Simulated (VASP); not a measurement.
# CsSnI3 (Pm-3m) in VASP: further runs

Runs on CsSnI3. Level: PBE. Tasks: single point.

Everything below comes from runs of VASP 6.6.1. Logs are shortened: lines on timing, memory, paths and dates and some standing lists are left out, and cuts for length are marked.

## (1) The cell of the first run

The structure is cubic, space group Pm-3m (No. 221). The conventional cell has a = 6.236 Å, b = 6.236 Å, c = 6.236 Å, α = 90.00°, β = 90.00°, γ = 90.00°. Cs (site symmetry m-3m) has 12 I at 4.41 Å and 8 Sn at 5.40 Å within 5.8 Å. Sn (site symmetry m-3m) has 6 I at 3.12 Å within 4.1 Å. I (site symmetry 4/mmm) has 2 Sn at 3.12 Å within 4.1 Å.

## (2) Single point, PBE (volume changed by -3%)

INCAR reads:

```
SYSTEM = CsSnI3
PREC = Accurate
ENCUT = 520
EDIFF = 1E-7
ISMEAR = 0
SIGMA = 0.01
LREAL = .FALSE.
LASPH = .TRUE.
NELM = 100
ALGO = Normal
ISIF = 2
LWAVE = .FALSE.
LCHARG = .FALSE.
GGA = PE
NBANDS = 30
```

KPOINTS reads:

```
regular mesh
0
G
  4 4 4
  0 0 0
```

POSCAR reads:

```
CsSnI3
1.0
    6.2361959089      0.0000000000      0.0000000000
    0.0000000000      6.2361959089      0.0000000000
    0.0000000000      0.0000000000      6.2361959089
Cs Sn I
1 1 3
Direct
    0.0000000000      0.0000000000      0.0000000000
    0.5000000000      0.5000000000      0.5000000000
    0.0000000000      0.5000000000      0.5000000000
    0.5000000000      0.0000000000      0.5000000000
    0.5000000000      0.5000000000      0.0000000000
```

Potentials or basis: VASP PAW PBE potentials, release 64 (Cs_sv, Sn_d, I).

Run with:

```
> cat potpaw_PBE.64/Cs_sv/POTCAR potpaw_PBE.64/Sn_d/POTCAR potpaw_PBE.64/I/POTCAR > POTCAR
> mpirun -np 1 vasp_std > vasp.out
```

OUTCAR:

```text
SYSTEM = CsSnI3
   PREC = Accurate
   ENCUT = 520
   EDIFF = 1E-7
   ISMEAR = 0
   LREAL = .FALSE.
   LASPH = .TRUE.
   NELM = 100
   ISIF = 2
   GGA = PE

 ion  position               nearest neighbor table
   1  0.000  0.000  0.000-
   2  0.500  0.500  0.500-   3 3.12   4 3.12   5 3.12   5 3.12   4 3.12   3 3.12
   3  0.000  0.500  0.500-   2 3.12   2 3.12
   4  0.500  0.000  0.500-   2 3.12   2 3.12
   5  0.500  0.500  0.000-   2 3.12   2 3.12

  LATTYP: Found a simple cubic cell.
 ALAT       =     6.2361959089

  Lattice vectors:

 A1 = (   6.2361959089,   0.0000000000,   0.0000000000)
 A2 = (   0.0000000000,   6.2361959089,   0.0000000000)
 A3 = (   0.0000000000,   0.0000000000,   6.2361959089)

Analysis of symmetry for initial positions (statically):
=====================================================================
 Subroutine PRICEL returns:
 Original cell was already a primitive cell.

 Routine SETGRP: Setting up the symmetry group for a
 simple cubic supercell.

 Subroutine GETGRP returns: Found 48 space group operations
 (whereof 48 operations were pure point group operations)
 out of a pool of 48 trial point group operations.

The static configuration has the point symmetry O_h .

Analysis of symmetry for dynamics (positions and initial velocities):
=====================================================================
 Subroutine PRICEL returns:
 Original cell was already a primitive cell.

 Routine SETGRP: Setting up the symmetry group for a
 simple cubic supercell.

 Subroutine GETGRP returns: Found 48 space group operations
 (whereof 48 operations were pure point group operations)
 out of a pool of 48 trial point group operations.

The dynamic configuration has the point symmetry O_h .

 Subroutine INISYM returns: Found 48 space group operations
 (whereof 48 operations are pure point group operations),
 and found     1 'primitive' translations

----------------------------------------------------------------------------------------

                                     Primitive cell

  volume of cell :     242.5265

  direct lattice vectors                    reciprocal lattice vectors
     6.236195909  0.000000000  0.000000000     0.160354167  0.000000000  0.000000000
     0.000000000  6.236195909  0.000000000     0.000000000  0.160354167  0.000000000
     0.000000000  0.000000000  6.236195909     0.000000000  0.000000000  0.160354167

  length of vectors
     6.236195909  6.236195909  6.236195909     0.160354167  0.160354167  0.160354167

  position of ions in fractional coordinates (direct lattice)
     0.000000000  0.000000000  0.000000000
     0.500000000  0.500000000  0.500000000
     0.000000000  0.500000000  0.500000000
     0.500000000  0.000000000  0.500000000
     0.500000000  0.500000000  0.000000000

  ion indices of the primitive-cell ions
   primitive index   ion index
                 1           1
                 2           2
                 3           3
                 4           4
                 5           5

----------------------------------------------------------------------------------------

 KPOINTS: regular mesh

Automatic generation of k-mesh.
 Grid dimensions read from file:
 generate k-points for:    4    4    4

 Generating k-lattice:

  Cartesian coordinates                     Fractional coordinates (reciprocal lattice)
     0.040088542  0.000000000  0.000000000     0.250000000  0.000000000  0.000000000
     0.000000000  0.040088542  0.000000000     0.000000000  0.250000000  0.000000000
     0.000000000  0.000000000  0.040088542     0.000000000  0.000000000  0.250000000

  Length of vectors
     0.040088542  0.040088542  0.040088542

  Shift w.r.t. Gamma in fractional coordinates (k-lattice)
     0.000000000  0.000000000  0.000000000

 Subroutine IBZKPT returns following result:
 ===========================================

 Found     10 irreducible k-points:

 Following reciprocal coordinates:
            Coordinates               Weight
  0.000000  0.000000  0.000000      1.000000
  0.250000  0.000000  0.000000      6.000000
  0.500000  0.000000  0.000000      3.000000
  0.250000  0.250000  0.000000     12.000000
  0.500000  0.250000  0.000000     12.000000
  0.500000  0.500000  0.000000      3.000000
  0.250000  0.250000  0.250000      8.000000
  0.500000  0.250000  0.250000     12.000000
  0.500000  0.500000  0.250000      6.000000
  0.500000  0.500000  0.500000      1.000000
   k-points           NKPTS =     10   k-points in BZ     NKDIM =     10   number of bands    NBANDS=     30
   number of dos      NEDOS =    301   number of ions     NIONS =      5
   total plane-waves  NPLWV = 110592
   dimension x,y,z NGX =    48 NGY =   48 NGZ =   48
   dimension x,y,z NGXF=    96 NGYF=   96 NGZF=   96
   ions per type =               1   1   3
   NGX,Y,Z   is equivalent  to a cutoff of  12.80, 12.80, 12.80 a.u.
   NGXF,Y,Z  is equivalent  to a cutoff of  25.59, 25.59, 25.59 a.u.
 SYSTEM =  CsSnI3
   PREC   = accura    normal or accurate (medium, high low for compatibility)
   ISTART =      0    job   : 0-new  1-cont  2-samecut
   ICHARG =      2    charge: 1-file 2-atom 10-const
   ISPIN  =      1    spin polarized calculation?
   LNONCOLLINEAR =      F non collinear calculations
   LSORBIT =      F    spin-orbit coupling
   LASPH  =      T    aspherical Exc in radial PAW
   ENCUT  =  520.0 eV  38.22 Ry    6.18 a.u.  11.60 11.60 11.60*2*pi/ulx,y,z
   NELM   =    100;   NELMIN=  2; NELMDL= -5     # of ELM steps
   EDIFF  = 0.1E-06   stopping-criterion for ELM
   LREAL  =      F    real-space projection
   EDIFFG = 0.1E-05   stopping-criterion for IOM
   NSW    =      0    number of steps for IOM
   IBRION =     -1    ionic relax: 0-MD 1-quasi-New 2-CG
   NFREE  =      0    steps in history (QN), initial steepest desc. (CG)
   ISIF   =      2    stress and relaxation
   ISYM   =      2    0-nonsym 1-usesym 2-fastsym
   POTIM  = 0.5000    time-step for ionic-motion
   TEBEG  =    0.0;   TEEND  =   0.0 temperature during run
   PSTRESS=    0.0 pullay stress
   NELECT =      44.0000    total number of electrons
   NUPDOWN=      -1.0000    fix difference up-down
   EMIN   =  10.00;   EMAX   =-10.00  energy-range for DOS
   EFERMI =   0.00;   METHOD = LEGACY
   ISMEAR =     0;   SIGMA  =   0.01  broadening in eV -4-tet -1-fermi 0-gaus
   EFERMI_NEDOS =   21; number of points for ismear=-14 and -15
   IALGO  =     38    algorithm
   IMIX   =      4    mixing-type and parameters
     AMIX     =   0.40;   BMIX     =  1.00
     AMIX_MAG =   1.60;   BMIX_MAG =  1.00
  volume/ion in A,a.u.               =      48.51       327.33
  Fermi-wavevector in a.u.,A,eV,Ry     =   0.926771  1.751344 11.686116  0.858905
  Thomas-Fermi vector in A             =   2.052770
   LORBIT       =      0    0 simple, 1 ext, 2 COOP (PROOUT), +10 PAW based schemes
   GGA     = PE    functional components
   LHFCALC =     F    Hartree Fock is set to
   AEXX    =    0.0000 exact exchange contribution
   IVDW    =     0    specifies the selected vdW correction
   LEPSILON=     F    determine dielectric tensor
   LRPA    =     F    only Hartree local field effects (RPA)
 non-spin polarized calculation
 Gauss-broadening in eV      SIGMA  =   0.01
  energy-cutoff  :      520.00
  volume of cell :      242.53
 maximum number of plane-waves:      6619
 NGX is ok and might be reduce to    48
   NGX = 23   NGY = 23   NGZ = 23

 number of electron      43.9999980 magnetization

 Free energy of the ion-electron system (eV)
  ---------------------------------------------------
  ext. energy  EPLUGINS =         0.00000000
  ---------------------------------------------------
  free energy    TOTEN  =       -13.96152229 eV

  energy without entropy =      -13.96152229  energy(sigma->0) =      -13.96152229

 E-fermi :   2.8237     XC(G=0):  -7.4629

 val. band max:        2.7230933556   @ k =   0.5000   0.5000   0.5000
 cond. band min:       3.0890769256   @ k =   0.5000   0.5000   0.5000
 fundamental gap:      0.3659835700
 Fermi energy:         2.8236791960

 k-point     1 :       0.0000    0.0000    0.0000
  band No.  band energies     occupation
      1     -19.5450      2.00000
      2     -19.3819      2.00000
      3     -19.3819      2.00000
      4     -19.3640      2.00000
      5     -19.3640      2.00000
      6     -19.3640      2.00000
[... 22 lines left out ...]
     29       7.3795      0.00000
     30       7.3795      0.00000

 k-point     2 :       0.2500    0.0000    0.0000
  band No.  band energies     occupation
      1     -19.5448      2.00000
      2     -19.3819      2.00000
      3     -19.3812      2.00000
      4     -19.3641      2.00000
      5     -19.3641      2.00000
      6     -19.3640      2.00000
[... 22 lines left out ...]
     29       6.7139      0.00000
     30       7.3163      0.00000

 k-point     3 :       0.5000    0.0000    0.0000
  band No.  band energies     occupation
      1     -19.5446      2.00000
      2     -19.3819      2.00000
      3     -19.3805      2.00000
      4     -19.3641      2.00000
      5     -19.3641      2.00000
      6     -19.3640      2.00000
[... 22 lines left out ...]
     29       7.0377      0.00000
     30       7.1134      0.00000

 k-point     4 :       0.2500    0.2500    0.0000
  band No.  band energies     occupation
      1     -19.5447      2.00000
      2     -19.3815      2.00000
      3     -19.3808      2.00000
      4     -19.3641      2.00000
      5     -19.3641      2.00000
      6     -19.3641      2.00000
[... 22 lines left out ...]
     29       6.9793      0.00000
     30       7.2412      0.00000

 k-point     5 :       0.5000    0.2500    0.0000
  band No.  band energies     occupation
      1     -19.5445      2.00000
      2     -19.3814      2.00000
      3     -19.3802      2.00000
      4     -19.3642      2.00000
      5     -19.3641      2.00000
      6     -19.3641      2.00000
[... 22 lines left out ...]
     29       7.2998      0.00000
     30       7.7410      0.00000

 k-point     6 :       0.5000    0.5000    0.0000
  band No.  band energies     occupation
      1     -19.5443      2.00000
      2     -19.3812      2.00000
      3     -19.3798      2.00000
      4     -19.3643      2.00000
      5     -19.3641      2.00000
      6     -19.3641      2.00000
[... 22 lines left out ...]
     29       7.9265      0.00000
     30       7.9829      0.00000

 k-point     7 :       0.2500    0.2500    0.2500
  band No.  band energies     occupation
      1     -19.5445      2.00000
      2     -19.3808      2.00000
      3     -19.3808      2.00000
      4     -19.3641      2.00000
      5     -19.3641      2.00000
      6     -19.3641      2.00000
[... 22 lines left out ...]
     29       7.4556      0.00000
     30       7.6697      0.00000

 k-point     8 :       0.5000    0.2500    0.2500
  band No.  band energies     occupation
      1     -19.5443      2.00000
      2     -19.3808      2.00000
      3     -19.3801      2.00000
      4     -19.3642      2.00000
      5     -19.3642      2.00000
      6     -19.3641      2.00000
[... 22 lines left out ...]
     29       7.3687      0.00000
     30       7.3718      0.00000

 k-point     9 :       0.5000    0.5000    0.2500
  band No.  band energies     occupation
      1     -19.5442      2.00000
      2     -19.3805      2.00000
      3     -19.3798      2.00000
      4     -19.3643      2.00000
      5     -19.3642      2.00000
      6     -19.3642      2.00000
[... 22 lines left out ...]
     29       7.0656      0.00000
     30       7.6460      0.00000

 k-point    10 :       0.5000    0.5000    0.5000
  band No.  band energies     occupation
      1     -19.5440      2.00000
      2     -19.3798      2.00000
      3     -19.3798      2.00000
      4     -19.3643      2.00000
      5     -19.3643      2.00000
      6     -19.3643      2.00000
[... 22 lines left out ...]
     29       6.7772      0.00000
     30       7.9492      0.00000

------------------------ aborting loop because EDIFF is reached ----------------------------------------

  FORCE on cell =-STRESS in cart. coord.  units (eV):
  Direction    XX          YY          ZZ          XY          YZ          ZX
  --------------------------------------------------------------------------------------
  -------------------------------------------------------------------------------------
  Total        0.8097285      0.8097285      0.8097285     -0.0000000     -0.0000000      0.0000000
  in kB        5.3492239      5.3492239      5.3492239     -0.0000000     -0.0000000      0.0000000
  external PRESSURE =       5.3492239 kB  Pullay stress =       0.0000000 kB

 VOLUME and BASIS-vectors are now :
 -----------------------------------------------------------------------------
  energy-cutoff  :      520.00
  volume of cell :      242.53
      direct lattice vectors                 reciprocal lattice vectors
     6.236195909  0.000000000  0.000000000     0.160354167  0.000000000  0.000000000
     0.000000000  6.236195909  0.000000000     0.000000000  0.160354167  0.000000000
     0.000000000  0.000000000  6.236195909     0.000000000  0.000000000  0.160354167

 POSITION                                       TOTAL-FORCE (eV/Angst)
 -----------------------------------------------------------------------------------
      0.00000      0.00000      0.00000         0.000000      0.000000      0.000000
      3.11810      3.11810      3.11810         0.000000      0.000000      0.000000
      0.00000      3.11810      3.11810         0.000000      0.000000      0.000000
      3.11810      0.00000      3.11810         0.000000      0.000000      0.000000
      3.11810      3.11810      0.00000         0.000000      0.000000      0.000000
 -----------------------------------------------------------------------------------
    total drift:                                0.000000     -0.000000     -0.000000

  FREE ENERGIE OF THE ION-ELECTRON SYSTEM (eV)
  ---------------------------------------------------
  free  energy   TOTEN  =       -13.9615222949 eV

  energy  without entropy=      -13.9615222949  energy(sigma->0) =      -13.96152229
```

It took 2.5 min on 1 thread of AMD EPYC, shared host; peak memory 0.32 GiB.

Results:

```yaml
Free_energy: -13.9615 eV
Pressure: 0.5 GPa
Band_gap_on_the_k_mesh: 0.37 eV, direct
```

Caveat: the cell differs from its parent crystal (volume changed by -3%); spin-orbit coupling is left out, which moves the levels of the heavy elements. A k mesh can miss the band edges.

## (3) Single point, PBE

This run uses another cell than the first one, of 50.01 Å³/atom, 1.031 times its volume.

INCAR reads:

```
SYSTEM = CsSnI3
ALGO = Normal
EDIFF = 1E-6
ENCUT = 520
GGA = PE
ISIF = 2
ISMEAR = 0
LASPH = .True.
LCHARG = .False.
LREAL = .False.
LWAVE = .False.
NBANDS = 30
NELM = 60
PREC = Accurate
SIGMA = 0.01
```

KPOINTS reads:

```
k-points
0
Gamma
  4 4 4
  0 0 0
```

Changes to POSCAR since step 2:

```diff
@@ -2,5 +2,5 @@
 1.0
-    6.2361959089      0.0000000000      0.0000000000
-    0.0000000000      6.2361959089      0.0000000000
-    0.0000000000      0.0000000000      6.2361959089
+    6.2998349564      0.0000000000      0.0000000000
+    0.0000000000      6.2998349564      0.0000000000
+    0.0000000000      0.0000000000      6.2998349564
 Cs Sn I
```

Potentials or basis: VASP PAW PBE potentials, release 64 (Cs_sv, Sn_d, I).

Run with:

```
> cat potpaw_PBE.64/Cs_sv/POTCAR potpaw_PBE.64/Sn_d/POTCAR potpaw_PBE.64/I/POTCAR > POTCAR
> mpirun -np 1 vasp_std > vasp.out
```

It took 2.2 min on 1 thread of AMD EPYC, shared host; peak memory 0.33 GiB.

Results (log left out):

* Free energy: -13.9749 eV
* Pressure: 0.0 GPa
* Band gap on the k mesh: 0.49 eV, direct

Levels at points of the mesh, in eV from the valence-band top:
```csv
k point,band 18,band 19,band 20,band 21,band 22,band 23,band 24,band 25,band 26,band 27
"(0.00, 0.00, 0.00)",-2.06,-2.06,-1.92,-1.92,-1.92,2.38,3.39,3.39,3.73,3.73
"(0.50, 0.00, 0.00)",-2.28,-2.20,-2.02,-2.02,-1.42,1.23,3.85,4.11,4.29,4.29
"(0.50, 0.50, 0.00)",-2.34,-2.34,-2.27,-1.52,-0.70,0.92,0.92,3.98,4.38,4.54
"(0.50, 0.50, 0.50)",-2.26,-1.51,-1.51,-1.51,0.00,0.49,0.49,0.49,3.22,4.21
```

Caveat: spin-orbit coupling is left out, which moves the levels of the heavy elements.
